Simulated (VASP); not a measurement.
# MgSi2N2 (P-3m1) in VASP: further runs

Runs on MgSi2N2. Level: PBE. Tasks: single point.

Program: VASP 6.6.1. These are calculated values, not measurements. Logs are shortened: lines on timing, memory, paths and dates and some standing lists are left out, and cuts for length are marked.

## Step 1: The cell of the first run

The structure is trigonal, space group P-3m1 (No. 164). The conventional cell has a = 3.400 Å, b = 3.400 Å, c = 6.961 Å, α = 90.00°, β = 90.00°, γ = 120.00°. Within 3.0 Å of Mg (site symmetry -3m) lie 6 N at 2.27 Å. Within 2.2 Å of Si (site symmetry 3m) lie 1 N at 1.63 Å. N (site symmetry 3m) has 1 Si at 1.63 Å and 3 Mg at 2.27 Å within 2.3 Å.

The cell was generated, and may not be a known phase.

## Step 2: Single point, PBE, collinear spin, ferromagnetic start

INCAR reads:

```
SYSTEM = MgSi2N2
  ALGO = Normal
  EDIFF = 1E-6
  ENCUT = 840
  GGA = PE
  GGA_COMPAT = .False.
  ISIF = 2
  ISMEAR = 0
  ISPIN = 2
  LASPH = .True.
  LCHARG = .False.
  LORBIT = 11
  LREAL = .False.
  LWAVE = .False.
  MAGMOM = 0 0 0 1 1
  NBANDS = 26
  NELM = 200
  PREC = Accurate
  SIGMA = 0.1
```

KPOINTS reads:

```
k-points
0
Gamma
  6 6 4
  0 0 0
```

POSCAR reads:

```
MgSi2N2
1.0
    3.4002711230      0.0000000000      0.0000000000
   -1.7001355615      2.9447211723      0.0000000000
    0.0000000000      0.0000000000      6.9613389887
Mg Si N
1 2 2
Direct
    0.0000000000      0.0000000000      0.0000000000
    0.3333333333      0.6666666667      0.3962185641
    0.6666666667      0.3333333333      0.6037814359
    0.3333333333      0.6666666667      0.1627481867
    0.6666666667      0.3333333333      0.8372518133
```

Potentials or basis: VASP PAW PBE potentials, release 64 (Mg_sv, Si, N).

Command:

```bash
$ cat potpaw_PBE.64/Mg_sv/POTCAR potpaw_PBE.64/Si/POTCAR potpaw_PBE.64/N/POTCAR > POTCAR
$ mpirun -np 1 vasp_std > vasp.out
```

OUTCAR:

```text
SYSTEM = MgSi2N2
   EDIFF = 1E-6
   ENCUT = 840
   GGA = PE
   ISIF = 2
   ISMEAR = 0
   ISPIN = 2
   LASPH = .True.
   LORBIT = 11
   LREAL = .False.
   NELM = 200
   PREC = Accurate

 ion  position               nearest neighbor table
   1  0.000  0.000  0.000-
   2  0.333  0.667  0.396-   4 1.63   3 2.44   3 2.44   3 2.44
   3  0.667  0.333  0.604-   5 1.63   2 2.44   2 2.44   2 2.44
   4  0.333  0.667  0.163-   2 1.63
   5  0.667  0.333  0.837-   3 1.63

  LATTYP: Found a hexagonal cell.
 ALAT       =     3.4002711230
 C/A-ratio  =     2.0472893887

  Lattice vectors:

 A1 = (   3.4002711230,   0.0000000000,   0.0000000000)
 A2 = (  -1.7001355615,   2.9447211723,   0.0000000000)
 A3 = (   0.0000000000,   0.0000000000,   6.9613389887)

Analysis of symmetry for initial positions (statically):
=====================================================================
 Subroutine PRICEL returns:
 Original cell was already a primitive cell.

 Routine SETGRP: Setting up the symmetry group for a
 hexagonal supercell.

 Subroutine GETGRP returns: Found 12 space group operations
 (whereof 12 operations were pure point group operations)
 out of a pool of 24 trial point group operations.

The static configuration has the point symmetry D_3d.

Analysis of symmetry for dynamics (positions and initial velocities):
=====================================================================
 Subroutine PRICEL returns:
 Original cell was already a primitive cell.

 Routine SETGRP: Setting up the symmetry group for a
 hexagonal supercell.

 Subroutine GETGRP returns: Found 12 space group operations
 (whereof 12 operations were pure point group operations)
 out of a pool of 24 trial point group operations.

The dynamic configuration has the point symmetry D_3d.

Analysis of structural, dynamic, and magnetic symmetry:
=====================================================================
 Subroutine PRICEL returns:
 Original cell was already a primitive cell.

 Routine SETGRP: Setting up the symmetry group for a
 hexagonal supercell.

 Subroutine GETGRP returns: Found 12 space group operations
 (whereof 12 operations were pure point group operations)
 out of a pool of 24 trial point group operations.

The overall configuration has the point symmetry D_3d.

 Subroutine INISYM returns: Found 12 space group operations
 (whereof 12 operations are pure point group operations),
 and found     1 'primitive' translations

----------------------------------------------------------------------------------------

                                     Primitive cell

  volume of cell :      69.7028

  direct lattice vectors                    reciprocal lattice vectors
     3.400271123  0.000000000  0.000000000     0.294094195  0.169795363  0.000000000
    -1.700135562  2.944721172  0.000000000     0.000000000  0.339590726  0.000000000
     0.000000000  0.000000000  6.961338989     0.000000000  0.000000000  0.143650525

  length of vectors
     3.400271123  3.400271123  6.961338989     0.339590726  0.339590726  0.143650525

  position of ions in fractional coordinates (direct lattice)
     0.000000000  0.000000000  0.000000000
     0.333333333  0.666666667  0.396218564
     0.666666667  0.333333333  0.603781436
     0.333333333  0.666666667  0.162748187
     0.666666667  0.333333333  0.837251813

  ion indices of the primitive-cell ions
   primitive index   ion index
                 1           1
                 2           2
                 3           3
                 4           4
                 5           5

----------------------------------------------------------------------------------------

 KPOINTS: k-points

Automatic generation of k-mesh.
 Grid dimensions read from file:
 generate k-points for:    6    6    4

 Generating k-lattice:

  Cartesian coordinates                     Fractional coordinates (reciprocal lattice)
     0.049015699  0.028299227  0.000000000     0.166666667  0.000000000  0.000000000
     0.000000000  0.056598454  0.000000000     0.000000000  0.166666667  0.000000000
     0.000000000  0.000000000  0.035912631     0.000000000  0.000000000  0.250000000

  Length of vectors
     0.056598454  0.056598454  0.035912631

  Shift w.r.t. Gamma in fractional coordinates (k-lattice)
     0.000000000  0.000000000  0.000000000

 Subroutine IBZKPT returns following result:
 ===========================================

 Found     24 irreducible k-points:

 Following reciprocal coordinates:
            Coordinates               Weight
  0.000000  0.000000  0.000000      1.000000
  0.166667  0.000000  0.000000      6.000000
  0.333333  0.000000  0.000000      6.000000
  0.500000  0.000000  0.000000      3.000000
  0.166667  0.166667  0.000000      6.000000
  0.333333  0.166667  0.000000     12.000000
[... 16 lines left out ...]
  0.333333  0.166667  0.500000     12.000000
  0.333333  0.333333  0.500000      2.000000
   k-points           NKPTS =     24   k-points in BZ     NKDIM =     24   number of bands    NBANDS=     26
   number of dos      NEDOS =    301   number of ions     NIONS =      5
   total plane-waves  NPLWV =  71680
   dimension x,y,z NGX =    32 NGY =   32 NGZ =   70
   dimension x,y,z NGXF=    64 NGYF=   64 NGZF=  140
   ions per type =               1   2   2
   NGX,Y,Z   is equivalent  to a cutoff of  15.65, 15.65, 16.72 a.u.
   NGXF,Y,Z  is equivalent  to a cutoff of  31.29, 31.29, 33.43 a.u.
 SYSTEM =  MgSi2N2
   PREC   = accura    normal or accurate (medium, high low for compatibility)
   ISTART =      0    job   : 0-new  1-cont  2-samecut
   ICHARG =      2    charge: 1-file 2-atom 10-const
   ISPIN  =      2    spin polarized calculation?
   LNONCOLLINEAR =      F non collinear calculations
   LSORBIT =      F    spin-orbit coupling
   LASPH  =      T    aspherical Exc in radial PAW
   ENCUT  =  840.0 eV  61.74 Ry    7.86 a.u.   8.04  8.04 16.45*2*pi/ulx,y,z
   NELM   =    200;   NELMIN=  2; NELMDL= -5     # of ELM steps
   EDIFF  = 0.1E-05   stopping-criterion for ELM
   LREAL  =      F    real-space projection
   EDIFFG = 0.1E-04   stopping-criterion for IOM
   NSW    =      0    number of steps for IOM
   IBRION =     -1    ionic relax: 0-MD 1-quasi-New 2-CG
   NFREE  =      0    steps in history (QN), initial steepest desc. (CG)
   ISIF   =      2    stress and relaxation
   ISYM   =      2    0-nonsym 1-usesym 2-fastsym
   POTIM  = 0.5000    time-step for ionic-motion
   TEBEG  =    0.0;   TEEND  =   0.0 temperature during run
   PSTRESS=    0.0 pullay stress
   NELECT =      28.0000    total number of electrons
   NUPDOWN=      -1.0000    fix difference up-down
   EMIN   =  10.00;   EMAX   =-10.00  energy-range for DOS
   EFERMI =   0.00;   METHOD = LEGACY
   ISMEAR =     0;   SIGMA  =   0.10  broadening in eV -4-tet -1-fermi 0-gaus
   EFERMI_NEDOS =   21; number of points for ismear=-14 and -15
   IALGO  =     38    algorithm
   IMIX   =      4    mixing-type and parameters
     AMIX     =   0.40;   BMIX     =  1.00
     AMIX_MAG =   1.60;   BMIX_MAG =  1.00
  volume/ion in A,a.u.               =      13.94        94.08
  Fermi-wavevector in a.u.,A,eV,Ry     =   1.207936  2.282668 19.852396  1.459110
  Thomas-Fermi vector in A             =   2.343559
   LORBIT       =     11    0 simple, 1 ext, 2 COOP (PROOUT), +10 PAW based schemes
   GGA     = PE    functional components
   LHFCALC =     F    Hartree Fock is set to
   AEXX    =    0.0000 exact exchange contribution
   IVDW    =     0    specifies the selected vdW correction
   LEPSILON=     F    determine dielectric tensor
   LRPA    =     F    only Hartree local field effects (RPA)
 spin polarized calculation
 Gauss-broadening in eV      SIGMA  =   0.10
  energy-cutoff  :      840.00
  volume of cell :       69.70
 maximum number of plane-waves:      3896
   NGX = 17   NGY = 17   NGZ = 33

 number of electron      27.9999988 magnetization      -0.0260532

 number of electron      27.9999988 magnetization       0.0003544

 Free energy of the ion-electron system (eV)
  ---------------------------------------------------
  ext. energy  EPLUGINS =         0.00000000
  ---------------------------------------------------
  free energy    TOTEN  =       -29.69485831 eV

  energy without entropy =      -29.68566051  energy(sigma->0) =      -29.69025941

 E-fermi :   4.1562     XC(G=0): -10.0656

 val. band max:        4.0221854501   @ k =   0.1667   0.1667   0.0000
 cond. band min:       4.1732767697   @ k =   0.3333   0.1667   0.2500
 fundamental gap:      0.1510913196
 Fermi energy:         4.1562011709

 spin component 1

 k-point     1 :       0.0000    0.0000    0.0000
  band No.  band energies     occupation
      1     -69.2676      1.00000
      2     -36.0503      1.00000
      3     -36.0087      1.00000
      4     -36.0087      1.00000
      5     -10.4164      1.00000
      6      -9.5132      1.00000
[... 18 lines left out ...]
     25      15.6875      0.00000
     26      15.6875      0.00000

 k-point     2 :       0.1667    0.0000    0.0000
  band No.  band energies     occupation
      1     -69.2676      1.00000
      2     -36.0498      1.00000
      3     -36.0122      1.00000
      4     -36.0096      1.00000
      5     -10.2090      1.00000
      6      -9.4114      1.00000
[... 18 lines left out ...]
     25      15.9385      0.00000
[... 608 lines left out ...]
     25      16.5136      0.00000
     26      17.3128      0.00000

 k-point    24 :       0.3333    0.3333    0.5000
  band No.  band energies     occupation
      1     -69.2669      1.00000
      2     -36.0479      1.00000
      3     -36.0184      1.00000
      4     -36.0184      1.00000
      5      -9.1962      1.00000
      6      -9.1962      1.00000
[... 18 lines left out ...]
     25      16.4122      0.00000
     26      16.4631      0.00000
 Fermi energy:         4.1562011709

 spin component 2

 k-point     1 :       0.0000    0.0000    0.0000
  band No.  band energies     occupation
      1     -69.2676      1.00000
      2     -36.0503      1.00000
      3     -36.0086      1.00000
      4     -36.0086      1.00000
      5     -10.4164      1.00000
      6      -9.5131      1.00000
[... 18 lines left out ...]
     25      15.6876      0.00000
     26      15.6876      0.00000

 k-point     2 :       0.1667    0.0000    0.0000
  band No.  band energies     occupation
      1     -69.2675      1.00000
      2     -36.0498      1.00000
      3     -36.0122      1.00000
      4     -36.0095      1.00000
      5     -10.2089      1.00000
      6      -9.4114      1.00000
[... 18 lines left out ...]
     25      15.9386      0.00000
[... 608 lines left out ...]
     25      16.5139      0.00000
     26      17.3129      0.00000

 k-point    24 :       0.3333    0.3333    0.5000
  band No.  band energies     occupation
      1     -69.2669      1.00000
      2     -36.0479      1.00000
      3     -36.0183      1.00000
      4     -36.0183      1.00000
      5      -9.1961      1.00000
      6      -9.1961      1.00000
[... 18 lines left out ...]
     25      16.4054      0.00000
     26      16.4632      0.00000

------------------------ aborting loop because EDIFF is reached ----------------------------------------

  FORCE on cell =-STRESS in cart. coord.  units (eV):
  Direction    XX          YY          ZZ          XY          YZ          ZX
  --------------------------------------------------------------------------------------
  -------------------------------------------------------------------------------------
  Total       -0.0425251     -0.0425251      0.1267183      0.0000000      0.0000000      0.0000000
  in kB       -0.9774743     -0.9774743      2.9127248      0.0000000      0.0000000      0.0000000
  external PRESSURE =       0.3192587 kB  Pullay stress =       0.0000000 kB

 VOLUME and BASIS-vectors are now :
 -----------------------------------------------------------------------------
  energy-cutoff  :      840.00
  volume of cell :       69.70
      direct lattice vectors                 reciprocal lattice vectors
     3.400271123  0.000000000  0.000000000     0.294094195  0.169795363  0.000000000
    -1.700135562  2.944721172  0.000000000     0.000000000  0.339590726  0.000000000
     0.000000000  0.000000000  6.961338989     0.000000000  0.000000000  0.143650525

 POSITION                                       TOTAL-FORCE (eV/Angst)
 -----------------------------------------------------------------------------------
      0.00000      0.00000      0.00000         0.000000      0.000000      0.000000
     -0.00000      1.96315      2.75821         0.000000      0.000000      0.079942
      1.70014      0.98157      4.20313         0.000000      0.000000     -0.079942
     -0.00000      1.96315      1.13295         0.000000     -0.000000     -0.037952
      1.70014      0.98157      5.82839        -0.000000      0.000000      0.037952
 -----------------------------------------------------------------------------------
    total drift:                               -0.000000      0.000000     -0.000000

  FREE ENERGIE OF THE ION-ELECTRON SYSTEM (eV)
  ---------------------------------------------------
  free  energy   TOTEN  =       -29.6948583053 eV

  energy  without entropy=      -29.6856605064  energy(sigma->0) =      -29.69025941

 total charge

# of ion       s       p       d       tot
------------------------------------------
    1        2.063   5.987   0.024   8.074
    2        0.773   0.944   0.000   1.718
    3        0.773   0.944   0.000   1.718
    4        1.270   2.413   0.000   3.683
    5        1.270   2.413   0.000   3.683
--------------------------------------------------
tot          6.149  12.703   0.024  18.875

 magnetization (x)

# of ion       s       p       d       tot
------------------------------------------
    1        0.000   0.000   0.000   0.000
    2       -0.000  -0.000   0.000  -0.000
    3       -0.000  -0.000   0.000  -0.000
    4        0.000   0.000   0.000   0.000
    5        0.000   0.000   0.000   0.000
--------------------------------------------------
tot          0.000   0.000   0.000   0.000
```

It took 2.1 min on 1 thread of Intel Xeon Platinum 8259CL at 2.50GHz (Skylake/Cascade Lake), shared host; peak memory 0.38 GiB.

Results:

```
Free energy                                           : -29.6949 eV
Pressure                                              : 0.0 GPa
Largest force                                         : 0.080 eV/Å
Band gap on the k mesh                                : zero (filled and empty bands overlap)
Net moment                                            : 0.00 μB per cell
Valence electrons inside the program's atomic spheres : Mg 8.07; Si 1.72; N 3.68
```

Forces on the atoms (eV/Å):
```
Mg   0.000  0.000  0.000
Si   0.000  0.000  0.080
Si   0.000  0.000 -0.080
N    0.000  0.000 -0.038
N    0.000  0.000  0.038
```

Stress tensor (GPa, compression positive):
```
-0.10  0.00  0.00
 0.00 -0.10  0.00
 0.00  0.00  0.29
```

Levels at points of the mesh, in eV from the Fermi level:
Spin up:
| k point | band 11 | band 12 | band 13 | band 14 | band 15 | band 16 | band 17 | band 18 |
| --- | --- | --- | --- | --- | --- | --- | --- | --- |
| (0.00, 0.00, 0.00) | -0.81 | -0.26 | -0.26 | 1.91 | 2.91 | 2.91 | 5.57 | 5.89 |
| (0.50, 0.00, 0.00) | -1.82 | -1.63 | -1.27 | -0.70 | 1.01 | 3.00 | 3.94 | 3.94 |
| (0.00, 0.00, 0.50) | -0.64 | -0.47 | -0.47 | 0.84 | 3.01 | 3.01 | 5.78 | 5.78 |
| (0.50, 0.00, 0.50) | -2.34 | -2.00 | -1.48 | -1.29 | 1.40 | 2.97 | 4.24 | 4.60 |
Spin down:
```
           k point  band 10  band 11  band 12  band 13  band 14  band 15  band 16  band 17  band 18  band 19
(0.00, 0.00, 0.00)    -0.81    -0.81    -0.26    -0.26     1.91     2.91     2.91     5.57     5.89     5.89
(0.50, 0.00, 0.00)    -3.98    -1.82    -1.63    -1.27    -0.70     1.01     3.00     3.94     3.94     8.37
(0.00, 0.00, 0.50)    -0.64    -0.64    -0.47    -0.47     0.84     3.01     3.01     5.78     5.78     6.06
(0.50, 0.00, 0.50)    -3.36    -2.34    -2.00    -1.48    -1.29     1.40     2.97     4.25     4.60     7.67
```

## Step 3: Single point, PBE

This run uses another cell than the first one, of 13.88 Å³/atom.

INCAR reads:

```
PREC = Accurate
ENCUT = 840
EDIFF = 1E-6
ISMEAR = 0
SIGMA = 0.1
LREAL = False
LASPH = True
NELM = 120
ALGO = Normal
ISIF = 2
LWAVE = False
LCHARG = True
GGA = PE
LELF = True
LVHAR = True
NBANDS = 22
GGA_COMPAT = False
```

KPOINTS reads:

```
regular mesh
0
Gamma
  12 12 6
```

POSCAR reads:

```
MgSi2N2
1.0
    3.3893181609      0.0000000000      0.0000000000
   -1.6946590804      2.9352356288      0.0000000000
    0.0000000000      0.0000000000      6.9763886134
Mg Si N
1 2 2
Direct
    0.0000000000      0.0000000000      0.0000000000
    0.3333333333      0.6666666667      0.3958562609
    0.6666666667      0.3333333333      0.6041437391
    0.3333333333      0.6666666667      0.1630773796
    0.6666666667      0.3333333333      0.8369226204
```

Potentials or basis: VASP PAW PBE potentials, release 64 (Mg_sv, Si, N).

Command:

```bash
$ cat potpaw_PBE.64/Mg_sv/POTCAR potpaw_PBE.64/Si/POTCAR potpaw_PBE.64/N/POTCAR > POTCAR
$ mpirun -np 1 vasp_std > vasp.out
```

OUTCAR:

```text
PREC = Accurate
   ENCUT = 840
   EDIFF = 1E-6
   ISMEAR = 0
   LREAL = False
   LASPH = True
   NELM = 120
   ISIF = 2
   GGA = PE

 ion  position               nearest neighbor table
   1  0.000  0.000  0.000-
   2  0.333  0.667  0.396-   4 1.62   3 2.44   3 2.44   3 2.44
   3  0.667  0.333  0.604-   5 1.62   2 2.44   2 2.44   2 2.44
   4  0.333  0.667  0.163-   2 1.62
   5  0.667  0.333  0.837-   3 1.62

  LATTYP: Found a hexagonal cell.
 ALAT       =     3.3893181609
[... 794 lines left out ...]

 [... further k-points ...]
[... 5 lines left out ...]
  --------------------------------------------------------------------------------------
  -------------------------------------------------------------------------------------
  Total       -0.0586416     -0.0586416      0.1555312     -0.0000000     -0.0000000      0.0000000
  in kB       -1.3537247     -1.3537247      3.5903932     -0.0000000     -0.0000000      0.0000000
  external PRESSURE =       0.2943146 kB  Pullay stress =       0.0000000 kB

 VOLUME and BASIS-vectors are now :
 -----------------------------------------------------------------------------
  energy-cutoff  :      840.00
  volume of cell :       69.40
      direct lattice vectors                 reciprocal lattice vectors
     3.389318161  0.000000000  0.000000000     0.295044594  0.170344076  0.000000000
    -1.694659080  2.935235629  0.000000000     0.000000000  0.340688151  0.000000000
     0.000000000  0.000000000  6.976388613     0.000000000  0.000000000  0.143340639

 POSITION                                       TOTAL-FORCE (eV/Angst)
 -----------------------------------------------------------------------------------
      0.00000      0.00000      0.00000        -0.000000      0.000000      0.000000
     -0.00000      1.95682      2.76165        -0.000000      0.000000      0.087910
      1.69466      0.97841      4.21474        -0.000000     -0.000000     -0.087910
     -0.00000      1.95682      1.13769        -0.000000      0.000000     -0.051229
      1.69466      0.97841      5.83870         0.000000     -0.000000      0.051229
 -----------------------------------------------------------------------------------
    total drift:                                0.000000      0.000000     -0.000000

  FREE ENERGIE OF THE ION-ELECTRON SYSTEM (eV)
  ---------------------------------------------------
  free  energy   TOTEN  =       -29.7194054257 eV

  energy  without entropy=      -29.7159457930  energy(sigma->0) =      -29.71767561
```

stdout:

```text
POSCAR found type information on POSCAR MgSiN
 POSCAR found :  3 types and       5 ions
 scaLAPACK will be used
 LDA part: xc-table for (Slater+PW92), standard interpolation
 POSCAR, INCAR and KPOINTS ok, starting setup
 FFT: planning ... GRIDC
 FFT: planning ... GRID_SOFT
 FFT: planning ... GRID
 WAVECAR not read
 entering main loop
```

Wall time 2.7 min (1 thread of Intel Xeon Platinum 8488C (Sapphire Rapids), shared host); peak memory 0.45 GiB.

Results:

```
Free energy            : -29.7194 eV
Pressure               : 0.0 GPa
Largest force          : 0.088 eV/Å
Band gap on the k mesh : zero (bands 14 and 15 overlap by 2.93 eV)
```

Forces in eV/Å, atoms in the order of the input:
```
Mg   0.000  0.000  0.000
Si   0.000  0.000  0.088
Si   0.000  0.000 -0.088
N    0.000  0.000 -0.051
N    0.000  0.000  0.051
```

The gap in the log of VASP goes by the Fermi energy; the results here count the filled bands.